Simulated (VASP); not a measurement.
# MoS2 (P6_3/mmc) in VASP: single point with r2SCAN

Aim: the single point of MoS2 with r2SCAN.

Everything below comes from runs of VASP 6.6.1. Logs are shortened: lines on timing, memory, paths and dates and some standing lists are left out, and cuts for length are marked.

## (1) The cell of the first run

Symmetry: P6_3/mmc, No. 194, hexagonal system. Conventional cell: a = 3.161 Å, b = 3.161 Å, c = 12.295 Å, α = 90.00°, β = 90.00°, γ = 120.00°. Within 3.2 Å of Mo (site symmetry -6m2) lie 6 S at 2.37 Å and 6 Mo at 3.16 Å. S (site symmetry 3m) has 3 Mo at 2.37 Å and 7 S at 3.01 to 3.16 Å within 3.2 Å.

## (2) Single point, r2SCAN, collinear spin

POSCAR

```
MoS2
1.0
    3.1610015200      0.0000000000      0.0000000000
   -1.5805007600      2.7375076200      0.0000000000
    0.0000000000      0.0000000000     12.2949997000
Mo S
2 4
Direct
    0.3333333333      0.6666666667      0.2500000000
    0.6666666667      0.3333333333      0.7500000000
    0.3333333333      0.6666666667      0.6275000000
    0.6666666667      0.3333333333      0.1275000000
    0.3333333333      0.6666666667      0.8725000000
    0.6666666667      0.3333333333      0.3725000000
```

INCAR.step1

```
ALGO     = Normal         # electronic algorithm
EDIFF    = 1E-4           # SCF threshold, eV
ENCUT    = 520            # plane-wave cutoff, eV
GGA      = PE             # functional
ISMEAR   = 0              # smearing method
ISPIN    = 2              # spin polarisation
LASPH    = True           # aspherical terms in the spheres
LCHARG   = False          # write CHGCAR
LMAXMIX  = 4              # l up to which the mixer works
LREAL    = False          # projectors in reciprocal space
LWAVE    = True           # write WAVECAR
MAGMOM   = 1.5 1.5 0 0 0 0 # initial moments
NBANDS   = 39             # bands
NELM     = 150            # most SCF steps
NUPDOWN  = 3.0            # fixed moment
PREC     = Accurate       # precision mode
SIGMA    = 0.05           # smearing width, eV
```

INCAR.step2

```
ALGO     = Normal         # electronic algorithm
EDIFF    = 1E-6           # SCF threshold, eV
ENCUT    = 520            # plane-wave cutoff, eV
ISIF     = 2              # what is computed and relaxed
ISMEAR   = 0              # smearing method
ISPIN    = 2              # spin polarisation
ISTART   = 1            
LASPH    = True           # aspherical terms in the spheres
LCHARG   = False          # write CHGCAR
LMAXMIX  = 4              # l up to which the mixer works
LMIXTAU  = True         
LORBIT   = 11             # projections on sites
LREAL    = False          # projectors in reciprocal space
LWAVE    = False          # write WAVECAR
MAGMOM   = 1.5 1.5 0 0 0 0 # initial moments
METAGGA  = R2SCAN         # meta-GGA
NBANDS   = 39             # bands
NELM     = 150            # most SCF steps
NUPDOWN  = 3.0            # fixed moment
PREC     = Accurate       # precision mode
SIGMA    = 0.05           # smearing width, eV
```

KPOINTS

```
k-points
0
Gamma
  7 7 2
```

Potentials or basis: VASP PAW PBE potentials, release 64 (Mo_sv, S).

Started as:

```sh
$ cat potpaw_PBE.64/Mo_sv/POTCAR potpaw_PBE.64/S/POTCAR > POTCAR
$ cp INCAR.step1 INCAR
$ mpirun -np 1 vasp_std > vasp.out
$ cp INCAR.step2 INCAR
$ mpirun -np 1 vasp_std > vasp.out
```

OUTCAR:

```text
EDIFF = 1E-6
   ENCUT = 520
   ISIF = 2
   ISMEAR = 0
   ISPIN = 2
   ISTART = 1
   LASPH = True
   LORBIT = 11
   LREAL = False
   METAGGA = R2SCAN
   NELM = 150
   NUPDOWN = 3.0
   PREC = Accurate

 ion  position               nearest neighbor table
   1  0.333  0.667  0.250-   4 2.37   6 2.37   4 2.37   6 2.37   4 2.37   6 2.37
   2  0.667  0.333  0.750-   3 2.37   5 2.37   3 2.37   5 2.37   3 2.37   5 2.37
   3  0.333  0.667  0.627-   2 2.37   2 2.37   2 2.37
   4  0.667  0.333  0.127-   1 2.37   1 2.37   1 2.37
   5  0.333  0.667  0.873-   2 2.37   2 2.37   2 2.37
   6  0.667  0.333  0.373-   1 2.37   1 2.37   1 2.37

  LATTYP: Found a hexagonal cell.
 ALAT       =     3.1610015200
 C/A-ratio  =     3.8895899360

  Lattice vectors:

 A1 = (   3.1610015200,   0.0000000000,   0.0000000000)
 A2 = (  -1.5805007600,   2.7375076200,   0.0000000000)
 A3 = (   0.0000000000,   0.0000000000,  12.2949997000)

Analysis of symmetry for initial positions (statically):
=====================================================================
 Subroutine PRICEL returns:
 Original cell was already a primitive cell.

 Routine SETGRP: Setting up the symmetry group for a
 hexagonal supercell.

 Subroutine GETGRP returns: Found 24 space group operations
 (whereof 12 operations were pure point group operations)
 out of a pool of 24 trial point group operations.

The static configuration has the point symmetry D_3d.
 The point group associated with its full space group is D_6h.

Analysis of symmetry for dynamics (positions and initial velocities):
=====================================================================
 Subroutine PRICEL returns:
 Original cell was already a primitive cell.

 Routine SETGRP: Setting up the symmetry group for a
 hexagonal supercell.

 Subroutine GETGRP returns: Found 24 space group operations
 (whereof 12 operations were pure point group operations)
 out of a pool of 24 trial point group operations.

The dynamic configuration has the point symmetry D_3d.
 The point group associated with its full space group is D_6h.

Analysis of structural, dynamic, and magnetic symmetry:
=====================================================================
 Subroutine PRICEL returns:
 Original cell was already a primitive cell.

 Routine SETGRP: Setting up the symmetry group for a
 hexagonal supercell.

 Subroutine GETGRP returns: Found 24 space group operations
 (whereof 12 operations were pure point group operations)
 out of a pool of 24 trial point group operations.

The overall configuration has the point symmetry D_3d.
 The point group associated with its full space group is D_6h.

 Subroutine INISYM returns: Found 24 space group operations
 (whereof 12 operations are pure point group operations),
 and found     1 'primitive' translations

----------------------------------------------------------------------------------------

                                     Primitive cell

  volume of cell :     106.3919

  direct lattice vectors                    reciprocal lattice vectors
     3.161001520  0.000000000  0.000000000     0.316355432  0.182647893  0.000000000
    -1.580500760  2.737507620  0.000000000     0.000000000  0.365295787  0.000000000
     0.000000000  0.000000000 12.294999700     0.000000000  0.000000000  0.081333878

  length of vectors
     3.161001520  3.161001522 12.294999700     0.365295787  0.365295787  0.081333878

  position of ions in fractional coordinates (direct lattice)
     0.333333333  0.666666667  0.250000000
     0.666666667  0.333333333  0.750000000
     0.333333333  0.666666667  0.627500000
     0.666666667  0.333333333  0.127500000
     0.333333333  0.666666667  0.872500000
     0.666666667  0.333333333  0.372500000

  ion indices of the primitive-cell ions
   primitive index   ion index
                 1           1
                 2           2
                 3           3
                 4           4
[... 31 lines left out ...]
  0.000000  0.000000  0.000000      1.000000
  0.142857  0.000000  0.000000      6.000000
  0.285714  0.000000  0.000000      6.000000
  0.428571  0.000000  0.000000      6.000000
  0.142857  0.142857  0.000000      6.000000
  0.285714  0.142857  0.000000     12.000000
[... 8 lines left out ...]
  0.428571  0.142857  0.500000      6.000000
  0.285714  0.285714  0.500000      6.000000
   k-points           NKPTS =     16   k-points in BZ     NKDIM =     16   number of bands    NBANDS=     39
   number of dos      NEDOS =    301   number of ions     NIONS =      6
   total plane-waves  NPLWV =  55296
   dimension x,y,z NGX =    24 NGY =   24 NGZ =   96
   dimension x,y,z NGXF=    48 NGYF=   48 NGZF=  192
   ions per type =               2   4
   NGX,Y,Z   is equivalent  to a cutoff of  12.62, 12.62, 12.98 a.u.
   NGXF,Y,Z  is equivalent  to a cutoff of  25.24, 25.24, 25.96 a.u.
 SYSTEM =  unknown system
   PREC   = accura    normal or accurate (medium, high low for compatibility)
   ISTART =      1    job   : 0-new  1-cont  2-samecut
   ICHARG =      0    charge: 1-file 2-atom 10-const
   ISPIN  =      2    spin polarized calculation?
   LNONCOLLINEAR =      F non collinear calculations
   LSORBIT =      F    spin-orbit coupling
   LASPH  =      T    aspherical Exc in radial PAW
   ENCUT  =  520.0 eV  38.22 Ry    6.18 a.u.   5.88  5.88 22.86*2*pi/ulx,y,z
   NELM   =    150;   NELMIN=  2; NELMDL=  0     # of ELM steps
   EDIFF  = 0.1E-05   stopping-criterion for ELM
   LREAL  =      F    real-space projection
   EDIFFG = 0.1E-04   stopping-criterion for IOM
   NSW    =      0    number of steps for IOM
   IBRION =     -1    ionic relax: 0-MD 1-quasi-New 2-CG
   NFREE  =      0    steps in history (QN), initial steepest desc. (CG)
   ISIF   =      2    stress and relaxation
   ISYM   =      2    0-nonsym 1-usesym 2-fastsym
   POTIM  = 0.5000    time-step for ionic-motion
   TEBEG  =    0.0;   TEEND  =   0.0 temperature during run
   PSTRESS=    0.0 pullay stress
   NELECT =      52.0000    total number of electrons
   NUPDOWN=       3.0000    fix difference up-down
   EMIN   =  10.00;   EMAX   =-10.00  energy-range for DOS
   EFERMI =   0.00;   METHOD = LEGACY
   ISMEAR =     0;   SIGMA  =   0.05  broadening in eV -4-tet -1-fermi 0-gaus
   EFERMI_NEDOS =   21; number of points for ismear=-14 and -15
   IALGO  =     38    algorithm
   IMIX   =      4    mixing-type and parameters
     AMIX     =   0.40;   BMIX     =  1.00
     AMIX_MAG =   1.60;   BMIX_MAG =  1.00
  volume/ion in A,a.u.               =      17.73       119.66
  Fermi-wavevector in a.u.,A,eV,Ry     =   1.289555  2.436905 22.625825  1.662951
  Thomas-Fermi vector in A             =   2.421440
   LORBIT       =     11    0 simple, 1 ext, 2 COOP (PROOUT), +10 PAW based schemes
   METAGGA = R2SCAN    functional components
   LHFCALC =     F    Hartree Fock is set to
   AEXX    =    0.0000 exact exchange contribution
   IVDW    =     0    specifies the selected vdW correction
   LEPSILON=     F    determine dielectric tensor
   LRPA    =     F    only Hartree local field effects (RPA)
 spin polarized calculation
 Gauss-broadening in eV      SIGMA  =   0.05
  energy-cutoff  :      520.00
  volume of cell :      106.39
 maximum number of plane-waves:      2894
 NGX is ok and might be reduce to    24
   NGX = 11   NGY = 11   NGZ = 45

 number of electron      51.9999998 magnetization       2.9999998

 Free energy of the ion-electron system (eV)
  ---------------------------------------------------
  ext. energy  EPLUGINS =         0.00000000
  ---------------------------------------------------
  free energy    TOTEN  =       -86.73990382 eV

  energy without entropy =      -86.72820874  energy(sigma->0) =      -86.73405628

 E-fermi :   6.6679     XC(G=0): -11.4366

 val. band max:        8.8405445883   @ k =   0.2857   0.1429   0.0000
 cond. band min:       6.6700998064   @ k =   0.2857   0.1429   0.5000
 fundamental gap:     -2.1704447818
 Fermi energy:         8.8497129921

 spin component 1

 k-point     1 :       0.0000    0.0000    0.0000
  band No.  band energies     occupation
      1     -56.2456      1.00000
      2     -56.2456      1.00000
      3     -29.7657      1.00000
      4     -29.7656      1.00000
      5     -29.5690      1.00000
      6     -29.5690      1.00000
[... 645 lines left out ...]
     37      15.5337      0.00000
     38      15.5337      0.00000
 Fermi energy:         6.6679334770

 spin component 2

 k-point     1 :       0.0000    0.0000    0.0000
  band No.  band energies     occupation
      1     -55.2332      1.00000
      2     -55.2332      1.00000
      3     -28.7286      1.00000
      4     -28.7285      1.00000
      5     -28.3943      1.00000
      6     -28.3943      1.00000
[... 645 lines left out ...]
     37      15.9306      0.00000
     38      15.9306      0.00000
 [bands above 38 left out]

------------------------ aborting loop because EDIFF is reached ----------------------------------------

  FORCE on cell =-STRESS in cart. coord.  units (eV):
  Direction    XX          YY          ZZ          XY          YZ          ZX
  --------------------------------------------------------------------------------------
  -------------------------------------------------------------------------------------
  Total       12.1734460     12.1734461      8.8148521      0.0000000      0.0000000     -0.0000000
  in kB      183.3224082    183.3224085    132.7446562      0.0000000      0.0000000     -0.0000000
  external PRESSURE =     166.4631576 kB  Pullay stress =       0.0000000 kB

 VOLUME and BASIS-vectors are now :
 -----------------------------------------------------------------------------
  energy-cutoff  :      520.00
  volume of cell :      106.39
      direct lattice vectors                 reciprocal lattice vectors
     3.161001520  0.000000000  0.000000000     0.316355432  0.182647893  0.000000000
    -1.580500760  2.737507620  0.000000000     0.000000000  0.365295787  0.000000000
     0.000000000  0.000000000 12.294999700     0.000000000  0.000000000  0.081333878

 POSITION                                       TOTAL-FORCE (eV/Angst)
 -----------------------------------------------------------------------------------
     -0.00000      1.82501      3.07375        -0.000000      0.000000     -0.000000
      1.58050      0.91250      9.22125        -0.000000     -0.000000     -0.000000
     -0.00000      1.82501      7.71511         0.000000     -0.000000     -1.430699
      1.58050      0.91250      1.56761        -0.000000      0.000000     -1.430699
     -0.00000      1.82501     10.72739         0.000000     -0.000000      1.430699
      1.58050      0.91250      4.57989        -0.000000      0.000000      1.430699
 -----------------------------------------------------------------------------------
    total drift:                               -0.000000      0.000000     -0.000000

  FREE ENERGIE OF THE ION-ELECTRON SYSTEM (eV)
  ---------------------------------------------------
  free  energy   TOTEN  =       -86.7399038212 eV

  energy  without entropy=      -86.7282087405  energy(sigma->0) =      -86.73405628

 total charge

# of ion       s       p       d       tot
------------------------------------------
    1        2.301   6.239   4.009  12.549
    2        2.301   6.239   4.009  12.549
    3        1.355   2.403   0.000   3.758
    4        1.355   2.403   0.000   3.758
    5        1.355   2.403   0.000   3.758
    6        1.355   2.403   0.000   3.758
--------------------------------------------------
tot         10.021  22.091   8.018  40.130

 magnetization (x)

# of ion       s       p       d       tot
------------------------------------------
    1        0.023   0.019   1.152   1.194
    2        0.023   0.019   1.152   1.194
    3        0.005   0.031   0.000   0.036
    4        0.005   0.031   0.000   0.036
    5        0.005   0.031   0.000   0.036
    6        0.005   0.031   0.000   0.036
--------------------------------------------------
tot          0.066   0.163   2.304   2.533
```

Wall time 3.9 min (1 thread of AMD EPYC 9R45 (Zen 5), shared host); peak memory 0.3 GiB.

What came out:

```
Free energy                                           : -86.7399 eV
Pressure                                              : 16.6 GPa
Largest force                                         : 1.431 eV/Å
Net moment                                            : 3.00 μB per cell
Site moments                                          : Mo +1.19; S +0.04 μB
Valence electrons inside the program's atomic spheres : Mo 12.55; S 3.76
```

Forces on the atoms (eV/Å):
```
Mo   0.000  0.000  0.000
Mo   0.000  0.000  0.000
S    0.000  0.000 -1.431
S    0.000  0.000 -1.431
S    0.000  0.000  1.431
S    0.000  0.000  1.431
```

Stress tensor (GPa, compression positive):
```
18.33  0.00  0.00
 0.00 18.33  0.00
 0.00  0.00 13.27
```

Caveat: the stress differs along the axes, from 13 to 18 GPa; the PAW data sets were made with another functional, which shifts forces and pressure a little; the total moment is fixed, so each spin has its own Fermi level and the state may be an excited one.
